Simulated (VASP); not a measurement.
# H18CO10 in VASP: further runs, part 2 of 2

VASP 6.6.1.

## 4. Single point, PBE

INCAR reads:

```
SYSTEM = H18CO10
ALGO = Normal ; EDIFF = 1E-6
ENCUT = 520 ; GGA = PE
ISIF = 2 ; ISMEAR = -1
LASPH = .TRUE. ; LCHARG = .FALSE.
LREAL = Auto ; LWAVE = .FALSE.
NBANDS = 61 ; NELM = 100
PREC = Accurate ; SIGMA = 0.02
```

KPOINTS reads:

```
k-points
0
G
  1 1 1
  0 0 0
```

POSCAR reads:

```
H18CO10
1.0
    6.4847770000      0.0000000000      0.0000000000
    0.0000000000      6.4847770000      0.0000000000
    0.0000000000      0.0000000000      6.4847770000
O H C
10 18 1
Direct
    0.1175368097      0.3105889378      1.0558420128
    0.3752017995      0.3316536559      0.3733050497
    0.2468858991      0.9080343087      0.2990542312
    0.8187945399      0.8310077586      0.3078440477
    0.2855919332      0.6682111043      0.6090417604
    0.7510975320      0.4567620444      0.4689906839
    0.9293920207      0.6054487302      0.8427120933
    0.5331255030      0.6574782757      0.0447046984
    0.6089954982     -0.0572263318      0.6825678046
    0.4882049144      0.1934839085      0.8996300104
    0.1671453004      0.2208557056      0.9516595559
    0.0890392993      0.4536778983      0.9951922788
    0.3676456415      0.1895824637      0.4203536991
    0.2912359207      0.3286774549      0.2365385888
    0.1050922800      0.9153437350      0.2395610520
    0.2266076382      0.8201207227      0.4334304788
    0.7669346224      0.9379505263      0.3939842496
    0.7168943512      0.8152015096      0.2014872678
    0.1619330935      0.6541319771      0.6850351215
    0.3035879260      0.5347292590      0.5262786986
    0.7924405111      0.5961191881      0.4184415285
    0.6102599981      0.4537550019      0.4006768467
    0.8623889457      0.5313829604      0.7290458870
    0.8167590034      0.6648339642      0.9200316372
    0.4264603085      0.7295239297      0.1164419378
    0.4921217800      0.5076504558      0.0493617591
    0.4788753723     -0.1355790646      0.6998544437
    0.7740898415      0.1867913114      0.7749071402
    0.6217947047      0.1225485472      0.7920704135
```

Potentials or basis: VASP PAW PBE potentials, release 64 (O, H, C).

Command:

```sh
cat potpaw_PBE.64/O/POTCAR potpaw_PBE.64/H/POTCAR potpaw_PBE.64/C/POTCAR > POTCAR
mpirun -np 1 vasp_gam > vasp.out
```

OUTCAR:

```text
SYSTEM = H18CO10
   EDIFF = 1E-6
   ENCUT = 520
   GGA = PE
   ISIF = 2
   ISMEAR = -1
   LASPH = .TRUE.
   LREAL = Auto
   NELM = 100
   PREC = Accurate

 ion  position               nearest neighbor table
   1  0.118  0.311  0.056-  11 0.95  12 1.02
   2  0.375  0.332  0.373-  13 0.97  14 1.04
   3  0.247  0.908  0.299-  15 1.00  16 1.05
   4  0.819  0.831  0.308-  17 0.95  18 0.96
   5  0.286  0.668  0.609-  19 0.95  20 1.03
   6  0.751  0.457  0.469-  21 1.00  22 1.02
   7  0.929  0.605  0.843-  24 0.97  23 0.98
   8  0.533  0.657  0.045-  25 0.96  26 1.01
   9  0.609  0.943  0.683-  27 0.99  29 1.37
  10  0.488  0.193  0.900-  29 1.20
  11  0.167  0.221  0.952-   1 0.95
  12  0.089  0.454  0.995-   1 1.02
  13  0.368  0.190  0.420-   2 0.97
  14  0.291  0.329  0.237-   2 1.04
  15  0.105  0.915  0.240-   3 1.00
[... 11 lines left out ...]
  27  0.479  0.864  0.700-   9 0.99
  28  0.774  0.187  0.775-  29 1.08
  29  0.622  0.123  0.792-  28 1.08  10 1.20   9 1.37

  LATTYP: Found a simple cubic cell.
 ALAT       =     6.4847770000

  Lattice vectors:

 A1 = (   6.4847770000,   0.0000000000,   0.0000000000)
 A2 = (   0.0000000000,   6.4847770000,   0.0000000000)
 A3 = (   0.0000000000,   0.0000000000,   6.4847770000)

Analysis of symmetry for initial positions (statically):
=====================================================================
 Subroutine PRICEL returns:
 Original cell was already a primitive cell.

 Routine SETGRP: Setting up the symmetry group for a
 simple cubic supercell.

 Subroutine GETGRP returns: Found  1 space group operations
 (whereof  1 operations were pure point group operations)
 out of a pool of 48 trial point group operations.

The static configuration has the point symmetry C_1 .

Analysis of symmetry for dynamics (positions and initial velocities):
[... 163 lines left out ...]
  Fermi-wavevector in a.u.,A,eV,Ry     =   1.096775  2.072605 16.366672  1.202916
  Thomas-Fermi vector in A             =   2.233124
   LORBIT       =      0    0 simple, 1 ext, 2 COOP (PROOUT), +10 PAW based schemes
   GGA     = PE    functional components
   LHFCALC =     F    Hartree Fock is set to
   AEXX    =    0.0000 exact exchange contribution
   IVDW    =     0    specifies the selected vdW correction
   LEPSILON=     F    determine dielectric tensor
   LRPA    =     F    only Hartree local field effects (RPA)
 non-spin polarized calculation
  energy-cutoff  :      520.00
  volume of cell :      272.70
 maximum number of plane-waves:      3625
   NGX = 25   NGY = 25   NGZ = 25

 number of electron      82.0000003 magnetization

 Free energy of the ion-electron system (eV)
  ---------------------------------------------------
  ext. energy  EPLUGINS =         0.00000000
  ---------------------------------------------------
  free energy    TOTEN  =      -146.55609526 eV

  energy without entropy =     -146.55609526  energy(sigma->0) =     -146.55609526

 E-fermi :  -2.2231     XC(G=0):  -7.2641

 val. band max:       -2.7288772644   @ k =   0.0000   0.0000   0.0000
 cond. band min:       1.8788151774   @ k =   0.0000   0.0000   0.0000
 fundamental gap:      4.6076924418
 Fermi energy:        -2.2230627722

 k-point     1 :       0.0000    0.0000    0.0000
  band No.  band energies     occupation
      1     -24.2396      2.00000
      2     -22.3821      2.00000
      3     -22.2489      2.00000
      4     -22.1238      2.00000
      5     -21.8311      2.00000
      6     -21.7010      2.00000
[... 45 lines left out ...]
     52       7.1495      0.00000
     53       7.3668      0.00000
 [bands above 53 left out]

------------------------ aborting loop because EDIFF is reached ----------------------------------------

  FORCE on cell =-STRESS in cart. coord.  units (eV):
  Direction    XX          YY          ZZ          XY          YZ          ZX
  --------------------------------------------------------------------------------------
  -------------------------------------------------------------------------------------
  Total        6.2500810     -0.8682232      2.9106633     -1.3406414     -0.0616609     -3.7303627
  in kB       36.7207119     -5.1010177     17.1008387     -7.8765871     -0.3622726    -21.9167678
  external PRESSURE =      16.2401776 kB  Pullay stress =       0.0000000 kB

 VOLUME and BASIS-vectors are now :
 -----------------------------------------------------------------------------
  energy-cutoff  :      520.00
  volume of cell :      272.70
      direct lattice vectors                 reciprocal lattice vectors
     6.484777000  0.000000000  0.000000000     0.154207307  0.000000000  0.000000000
     0.000000000  6.484777000  0.000000000     0.000000000  0.154207307  0.000000000
     0.000000000  0.000000000  6.484777000     0.000000000  0.000000000  0.154207307

 POSITION                                       TOTAL-FORCE (eV/Angst)
 -----------------------------------------------------------------------------------
      0.76220      2.01410      0.36212        -0.547080      1.951384      1.162697
      2.43310      2.15070      2.42080        -0.672084      0.614286     -0.929460
      1.60100      5.88840      1.93930        -0.864857     -0.534424      0.382859
      5.30970      5.38890      1.99630         1.206401     -0.230844     -0.412395
      1.85200      4.33320      3.94950         1.369340     -0.496076     -1.176692
      4.87070      2.96200      3.04130        -0.673552      0.795451     -0.458792
[... 21 lines left out ...]
      5.01980      1.21130      5.02510         0.760224      0.408200     -0.161245
      4.03220      0.79470      5.13640         0.017660     -1.822073     -0.706580
 -----------------------------------------------------------------------------------
    total drift:                               -0.011930     -0.003194      0.006172

  FREE ENERGIE OF THE ION-ELECTRON SYSTEM (eV)
  ---------------------------------------------------
  free  energy   TOTEN  =      -146.5560952649 eV

  energy  without entropy=     -146.5560952649  energy(sigma->0) =     -146.55609526
```

OSZICAR:

```text
N       E                     dE             d eps       ncg     rms          rms(c)
DAV:   1     0.675714912397E+03    0.67571E+03   -0.46215E+04   122   0.126E+03
DAV:   2    -0.958669569539E+02   -0.77158E+03   -0.74121E+03   151   0.310E+02
DAV:   3    -0.159404845157E+03   -0.63538E+02   -0.63100E+02   148   0.970E+01
DAV:   4    -0.160343896749E+03   -0.93905E+00   -0.93658E+00   148   0.130E+01
DAV:   5    -0.160359201569E+03   -0.15305E-01   -0.15290E-01   164   0.160E+00    0.232E+01
DAV:   6    -0.147100664661E+03    0.13259E+02   -0.41618E+01   140   0.264E+01    0.898E+00
DAV:   7    -0.146741963594E+03    0.35870E+00   -0.16712E+00   156   0.526E+00    0.555E+00
DAV:   8    -0.146555988924E+03    0.18597E+00   -0.49116E-01   156   0.334E+00    0.743E-01
DAV:   9    -0.146550700401E+03    0.52885E-02   -0.50330E-02   156   0.116E+00    0.361E-01
DAV:  10    -0.146554663342E+03   -0.39629E-02   -0.15541E-02   148   0.638E-01    0.180E-01
DAV:  11    -0.146555574813E+03   -0.91147E-03   -0.21687E-03   148   0.253E-01    0.856E-02
DAV:  12    -0.146556031434E+03   -0.45662E-03   -0.71889E-04   132   0.135E-01    0.358E-02
DAV:  13    -0.146556086870E+03   -0.55436E-04   -0.12100E-04   148   0.693E-02    0.151E-02
DAV:  14    -0.146556093493E+03   -0.66227E-05   -0.26212E-05   148   0.290E-02    0.854E-03
DAV:  15    -0.146556094847E+03   -0.13542E-05   -0.84391E-06   140   0.141E-02    0.363E-03
DAV:  16    -0.146556095265E+03   -0.41759E-06   -0.90642E-07   108   0.671E-03
   1 F= -.14655610E+03 E0= -.14655610E+03  d E =-.109205E-10
```

Run time: 19 s. Hardware: 1 thread of Intel Xeon 6975P-C (Granite Rapids), shared host; peak memory 0.3 GiB.

Results:

```yaml
Free_energy: -146.5561 eV
Pressure: 1.6 GPa
Largest_force: 2.336 eV/Å
Band_gap_on_the_k_mesh: 4.61 eV
```

Forces in eV/Å, atoms in the order of the input:
```
O   -0.547  1.951  1.163
O   -0.672  0.614 -0.929
O   -0.865 -0.534  0.383
O    1.206 -0.231 -0.412
O    1.369 -0.496 -1.177
O   -0.674  0.795 -0.459
O    0.772  0.077 -0.184
O    0.576 -1.831 -0.566
O    0.441  1.090  0.181
O   -0.808  0.469  0.459
H    0.713 -0.463 -1.019
H   -0.265 -1.617  0.028
H   -0.147 -0.329 -0.173
H    0.062 -0.246  0.969
H    0.788  0.028  0.524
H    0.503  0.634 -1.388
H   -0.381  0.811  0.912
H   -0.656 -0.440 -0.671
H   -1.596 -0.140  1.248
H    0.128  0.468  0.449
H    0.358 -0.291  0.195
H    0.898 -0.876  0.918
H   -0.456 -0.152 -0.452
H   -0.530  0.196  0.216
H   -1.312  0.927  0.821
H    0.558  1.198 -0.198
H   -0.244 -0.198  0.031
H    0.760  0.408 -0.161
C    0.018 -1.822 -0.707
```

Caveat: the k points lie up to 0.97 Å⁻¹ apart.
